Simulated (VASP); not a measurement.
# Pb (P3_121) in VASP: single point with r2SCAN

Aim: the single point of Pb with r2SCAN.

Program: VASP 6.6.1. These are calculated values, not measurements. Logs are shortened: lines on timing, memory, paths and dates and some standing lists are left out, and cuts for length are marked.

**1. The cell of the first run**

Symmetry: P3_121, No. 152, trigonal system. The conventional cell has a = 4.590 Å, b = 4.590 Å, c = 5.208 Å, α = 90.00°, β = 90.00°, γ = 120.00°. Within 3.3 Å of Pb (site symmetry 2) lie 2 Pb at 2.49 Å.

**2. Single point, r2SCAN**

File POSCAR:

```
Pb
1.0
    4.5902493180      0.0000000000      0.0000000000
   -2.2951246590      3.9752725191      0.0000000000
    0.0000000000      0.0000000000      5.2077915092
Pb
3
Direct
    0.2254000000      0.0000000000      0.3333333333
    0.0000000000      0.2254000000      0.6666666667
    0.7746000000      0.7746000000      0.0000000000
```

File INCAR.step1:

```
SYSTEM = Pb
ALGO = Normal
EDIFF = 1E-4
ENCUT = 520
GGA = PE
ISMEAR = 0
LASPH = .True.
LCHARG = .False.
LREAL = .False.
LWAVE = .True.
NBANDS = 28
NELM = 100
PREC = Accurate
SIGMA = 0.1
```

File INCAR.step2:

```
SYSTEM = Pb
ALGO = Normal
EDIFF = 1E-6
ENCUT = 520
ISIF = 2
ISMEAR = 0
ISTART = 1
LASPH = .True.
LCHARG = .False.
LMIXTAU = .True.
LREAL = .False.
LWAVE = .False.
METAGGA = R2SCAN
NBANDS = 28
NELM = 100
PREC = Accurate
SIGMA = 0.1
```

File KPOINTS:

```
k-points
0
Gamma
  6 6 4
  0 0 0
```

Potentials or basis: VASP PAW PBE potentials, release 64 (Pb_d).

Launch:

```bash
$ cat potpaw_PBE.64/Pb_d/POTCAR > POTCAR
$ cp INCAR.step1 INCAR
$ mpirun -np 1 vasp_std > vasp.out
$ cp INCAR.step2 INCAR
$ mpirun -np 1 vasp_std > vasp.out
```

OUTCAR:

```text
SYSTEM = Pb
   EDIFF = 1E-6
   ENCUT = 520
   ISIF = 2
   ISMEAR = 0
   ISTART = 1
   LASPH = .True.
   LREAL = .False.
   METAGGA = R2SCAN
   NELM = 100
   PREC = Accurate

 ion  position               nearest neighbor table
   1  0.225  0.000  0.333-   3 2.49   2 2.49   3 3.61   3 3.61   2 3.61   2 3.61   2 3.91   3 3.91

   2  0.000  0.225  0.667-   3 2.49   1 2.49   3 3.61   3 3.61   1 3.61   1 3.61   1 3.91   3 3.91

   3  0.775  0.775  0.000-   1 2.49   2 2.49   1 3.61   2 3.61   2 3.61   1 3.61   1 3.91   2 3.91

  LATTYP: Found a hexagonal cell.
 ALAT       =     4.5902493180
 C/A-ratio  =     1.1345334749

  Lattice vectors:

 A1 = (   4.5902493180,   0.0000000000,   0.0000000000)
 A2 = (  -2.2951246590,   3.9752725191,   0.0000000000)
 A3 = (   0.0000000000,   0.0000000000,   5.2077915092)

Analysis of symmetry for initial positions (statically):
=====================================================================
 Subroutine PRICEL returns:
 Original cell was already a primitive cell.

 Routine SETGRP: Setting up the symmetry group for a
 hexagonal supercell.

 Subroutine GETGRP returns: Found  6 space group operations
 (whereof  2 operations were pure point group operations)
 out of a pool of 24 trial point group operations.

The static configuration has the point symmetry C_2 .
 The point group associated with its full space group is D_3 .

Analysis of symmetry for dynamics (positions and initial velocities):
=====================================================================
 Subroutine PRICEL returns:
 Original cell was already a primitive cell.

 Routine SETGRP: Setting up the symmetry group for a
 hexagonal supercell.

 Subroutine GETGRP returns: Found  6 space group operations
 (whereof  2 operations were pure point group operations)
 out of a pool of 24 trial point group operations.

The dynamic configuration has the point symmetry C_2 .
 The point group associated with its full space group is D_3 .

 Subroutine INISYM returns: Found  6 space group operations
 (whereof  2 operations are pure point group operations),
 and found     1 'primitive' translations

----------------------------------------------------------------------------------------

                                     Primitive cell

  volume of cell :      95.0291

  direct lattice vectors                    reciprocal lattice vectors
     4.590249318  0.000000000  0.000000000     0.217853090  0.125777540  0.000000000
    -2.295124659  3.975272519  0.000000000     0.000000000  0.251555081  0.000000000
     0.000000000  0.000000000  5.207791509     0.000000000  0.000000000  0.192019976

  length of vectors
     4.590249318  4.590249318  5.207791509     0.251555081  0.251555081  0.192019976

  position of ions in fractional coordinates (direct lattice)
     0.225400000  0.000000000  0.333333333
     0.000000000  0.225400000  0.666666667
     0.774600000  0.774600000  0.000000000

  ion indices of the primitive-cell ions
   primitive index   ion index
                 1           1
                 2           2
                 3           3

----------------------------------------------------------------------------------------

 KPOINTS: k-points

Automatic generation of k-mesh.
 Grid dimensions read from file:
 generate k-points for:    6    6    4

 Generating k-lattice:

  Cartesian coordinates                     Fractional coordinates (reciprocal lattice)
     0.036308848  0.020962923  0.000000000     0.166666667  0.000000000  0.000000000
     0.000000000  0.041925847  0.000000000     0.000000000  0.166666667  0.000000000
     0.000000000  0.000000000  0.048004994     0.000000000  0.000000000  0.250000000

  Length of vectors
     0.041925847  0.041925847  0.048004994

  Shift w.r.t. Gamma in fractional coordinates (k-lattice)
     0.000000000  0.000000000  0.000000000

 Subroutine IBZKPT returns following result:
 ===========================================

 Found     24 irreducible k-points:

 Following reciprocal coordinates:
            Coordinates               Weight
  0.000000  0.000000  0.000000      1.000000
  0.166667 -0.000000  0.000000      6.000000
  0.333333  0.000000  0.000000      6.000000
  0.500000  0.000000  0.000000      3.000000
  0.166667  0.166667  0.000000      6.000000
  0.333333  0.166667  0.000000     12.000000
[... 16 lines left out ...]
  0.333333  0.166667  0.500000     12.000000
  0.333333  0.333333  0.500000      2.000000
   k-points           NKPTS =     24   k-points in BZ     NKDIM =     24   number of bands    NBANDS=     28
   number of dos      NEDOS =    301   number of ions     NIONS =      3
   total plane-waves  NPLWV =  51840
   dimension x,y,z NGX =    36 NGY =   36 NGZ =   40
   dimension x,y,z NGXF=    72 NGYF=   72 NGZF=   80
   ions per type =               3
   NGX,Y,Z   is equivalent  to a cutoff of  13.04, 13.04, 12.77 a.u.
   NGXF,Y,Z  is equivalent  to a cutoff of  26.08, 26.08, 25.54 a.u.
 SYSTEM =  Pb
   PREC   = accura    normal or accurate (medium, high low for compatibility)
   ISTART =      1    job   : 0-new  1-cont  2-samecut
   ICHARG =      0    charge: 1-file 2-atom 10-const
   ISPIN  =      1    spin polarized calculation?
   LNONCOLLINEAR =      F non collinear calculations
   LSORBIT =      F    spin-orbit coupling
   LASPH  =      T    aspherical Exc in radial PAW
   ENCUT  =  520.0 eV  38.22 Ry    6.18 a.u.   8.53  8.53  9.68*2*pi/ulx,y,z
   NELM   =    100;   NELMIN=  2; NELMDL=  0     # of ELM steps
   EDIFF  = 0.1E-05   stopping-criterion for ELM
   LREAL  =      F    real-space projection
   EDIFFG = 0.1E-04   stopping-criterion for IOM
   NSW    =      0    number of steps for IOM
   IBRION =     -1    ionic relax: 0-MD 1-quasi-New 2-CG
   NFREE  =      0    steps in history (QN), initial steepest desc. (CG)
   ISIF   =      2    stress and relaxation
   ISYM   =      2    0-nonsym 1-usesym 2-fastsym
   POTIM  = 0.5000    time-step for ionic-motion
   TEBEG  =    0.0;   TEEND  =   0.0 temperature during run
   PSTRESS=    0.0 pullay stress
   NELECT =      42.0000    total number of electrons
   NUPDOWN=      -1.0000    fix difference up-down
   EMIN   =  10.00;   EMAX   =-10.00  energy-range for DOS
   EFERMI =   0.00;   METHOD = LEGACY
   ISMEAR =     0;   SIGMA  =   0.10  broadening in eV -4-tet -1-fermi 0-gaus
   EFERMI_NEDOS =   21; number of points for ismear=-14 and -15
   IALGO  =     38    algorithm
   IMIX   =      4    mixing-type and parameters
     AMIX     =   0.40;   BMIX     =  1.00
     AMIX_MAG =   1.60;   BMIX_MAG =  1.00
  volume/ion in A,a.u.               =      31.68       213.76
  Fermi-wavevector in a.u.,A,eV,Ry     =   1.247017  2.356520 21.157755  1.555051
  Thomas-Fermi vector in A             =   2.381168
   LORBIT       =      0    0 simple, 1 ext, 2 COOP (PROOUT), +10 PAW based schemes
   METAGGA = R2SCAN    functional components
   LHFCALC =     F    Hartree Fock is set to
   AEXX    =    0.0000 exact exchange contribution
   IVDW    =     0    specifies the selected vdW correction
   LEPSILON=     F    determine dielectric tensor
   LRPA    =     F    only Hartree local field effects (RPA)
 non-spin polarized calculation
 Gauss-broadening in eV      SIGMA  =   0.10
  energy-cutoff  :      520.00
  volume of cell :       95.03
 maximum number of plane-waves:      2605
 NGX is ok and might be reduce to    36
   NGX = 17   NGY = 17   NGZ = 19

 number of electron      41.9999998 magnetization

 Free energy of the ion-electron system (eV)
  ---------------------------------------------------
  ext. energy  EPLUGINS =         0.00000000
  ---------------------------------------------------
  free energy    TOTEN  =      -164.86139091 eV

  energy without entropy =     -164.85463129  energy(sigma->0) =     -164.85801110

 E-fermi :   6.7255     XC(G=0): -10.3999

 val. band max:        6.6384184081   @ k =   0.1667   0.1667   0.0000
 cond. band min:       6.7558201689   @ k =   0.3333   0.3333   0.0000
 fundamental gap:      0.1174017607
 Fermi energy:         6.7254644855

 k-point     1 :       0.0000    0.0000    0.0000
  band No.  band energies     occupation
      1     -12.6422      2.00000
      2     -12.6422      2.00000
      3     -12.1039      2.00000
      4     -11.9105      2.00000
      5     -11.9105      2.00000
      6     -11.7726      2.00000
[... 20 lines left out ...]
     27      12.6817      0.00000
     28      13.8152      0.00000

 k-point     2 :       0.1667   -0.0000    0.0000
  band No.  band energies     occupation
      1     -12.6337      2.00000
      2     -12.6271      2.00000
      3     -12.1086      2.00000
      4     -11.9116      2.00000
      5     -11.9029      2.00000
      6     -11.7921      2.00000
[... 20 lines left out ...]
     27      12.7793      0.00000
     28      13.4236      0.00000

 k-point     3 :       0.3333    0.0000    0.0000
  band No.  band energies     occupation
      1     -12.6160      2.00000
      2     -12.5974      2.00000
      3     -12.1204      2.00000
      4     -11.9116      2.00000
      5     -11.8874      2.00000
      6     -11.8272      2.00000
[... 20 lines left out ...]
     27      12.9934      0.00000
     28      13.8495      0.00000

 k-point     4 :       0.5000    0.0000    0.0000
  band No.  band energies     occupation
      1     -12.6068      2.00000
      2     -12.5827      2.00000
      3     -12.1276      2.00000
      4     -11.9113      2.00000
      5     -11.8796      2.00000
      6     -11.8421      2.00000
[... 20 lines left out ...]
     27      12.7298      0.00000
     28      15.1446      0.00000

 k-point     5 :       0.1667    0.1667    0.0000
  band No.  band energies     occupation
      1     -12.6195      2.00000
      2     -12.6060      2.00000
      3     -12.1163      2.00000
      4     -11.9120      2.00000
      5     -11.8925      2.00000
      6     -11.8192      2.00000
[... 20 lines left out ...]
     27      13.2175      0.00000
     28      13.7518      0.00000

 k-point     6 :       0.3333    0.1667    0.0000
  band No.  band energies     occupation
      1     -12.6036      2.00000
      2     -12.5869      2.00000
      3     -12.1247      2.00000
      4     -11.9089      2.00000
      5     -11.8860      2.00000
      6     -11.8437      2.00000
[... 463 lines left out ...]
      5     -11.7820      2.00000
      6     -11.7729      2.00000
[... 20 lines left out ...]
     27      14.6121      0.00000
     28      15.9424      0.00000

 k-point    22 :       0.1667    0.1667    0.5000
  band No.  band energies     occupation
      1     -12.7305      2.00000
      2     -12.2968      2.00000
      3     -12.2705      2.00000
      4     -12.0102      2.00000
      5     -11.7920      2.00000
      6     -11.7864      2.00000
[... 20 lines left out ...]
     27      13.4529      0.00000
     28      14.8873      0.00000

 k-point    23 :       0.3333    0.1667    0.5000
  band No.  band energies     occupation
      1     -12.7284      2.00000
      2     -12.2890      2.00000
      3     -12.2563      2.00000
      4     -11.9891      2.00000
      5     -11.7812      2.00000
      6     -11.7753      2.00000
[... 20 lines left out ...]
     27      13.9109      0.00000
     28      15.0490      0.00000

 k-point    24 :       0.3333    0.3333    0.5000
  band No.  band energies     occupation
      1     -12.7268      2.00000
      2     -12.2690      2.00000
      3     -12.2690      2.00000
      4     -11.9815      2.00000
      5     -11.7752      2.00000
      6     -11.7752      2.00000
[... 20 lines left out ...]
     27      13.5334      0.00000
     28      14.3659      0.00000

------------------------ aborting loop because EDIFF is reached ----------------------------------------

  FORCE on cell =-STRESS in cart. coord.  units (eV):
  Direction    XX          YY          ZZ          XY          YZ          ZX
  --------------------------------------------------------------------------------------
  -------------------------------------------------------------------------------------
  Total       10.3141647     10.3141647     16.8962452      0.0000000     -0.0000000      0.0000000
  in kB      173.8953123    173.8953123    284.8682287      0.0000000     -0.0000000      0.0000000
  external PRESSURE =     210.8862845 kB  Pullay stress =       0.0000000 kB

 VOLUME and BASIS-vectors are now :
 -----------------------------------------------------------------------------
  energy-cutoff  :      520.00
  volume of cell :       95.03
      direct lattice vectors                 reciprocal lattice vectors
     4.590249318  0.000000000  0.000000000     0.217853090  0.125777540  0.000000000
    -2.295124659  3.975272519  0.000000000     0.000000000  0.251555081  0.000000000
     0.000000000  0.000000000  5.207791509     0.000000000  0.000000000  0.192019976

 POSITION                                       TOTAL-FORCE (eV/Angst)
 -----------------------------------------------------------------------------------
      1.03464      0.00000      1.73593         6.944031      0.000000     -0.000000
     -0.51732      0.89603      3.47186        -3.472015      6.013707      0.000000
      1.77780      3.07925      0.00000        -3.472015     -6.013707     -0.000000
 -----------------------------------------------------------------------------------
    total drift:                                0.000011      0.000019      0.000000

  FREE ENERGIE OF THE ION-ELECTRON SYSTEM (eV)
  ---------------------------------------------------
  free  energy   TOTEN  =      -164.8613909089 eV

  energy  without entropy=     -164.8546312882  energy(sigma->0) =     -164.85801110
```

Run time: 4 min. Hardware: 1 thread of Intel Xeon Platinum 8259CL at 2.50GHz (Skylake/Cascade Lake), shared host; peak memory 0.25 GiB.

Results:

| Quantity | Value |
| --- | --- |
| Free energy | -164.8614 eV |
| Pressure | 21.1 GPa |
| Largest force | 6.944 eV/Å |
| Band gap on the k mesh | zero (bands 21 and 22 overlap by 0.45 eV) |

Forces in eV/Å, atoms in the order of the input:
```
Pb   6.944  0.000  0.000
Pb  -3.472  6.014  0.000
Pb  -3.472 -6.014  0.000
```

Caveat: the cell stands under pressure; the PAW data sets were made with another functional, which shifts forces and pressure a little; spin-orbit coupling is left out, which moves the levels of the heavy elements.
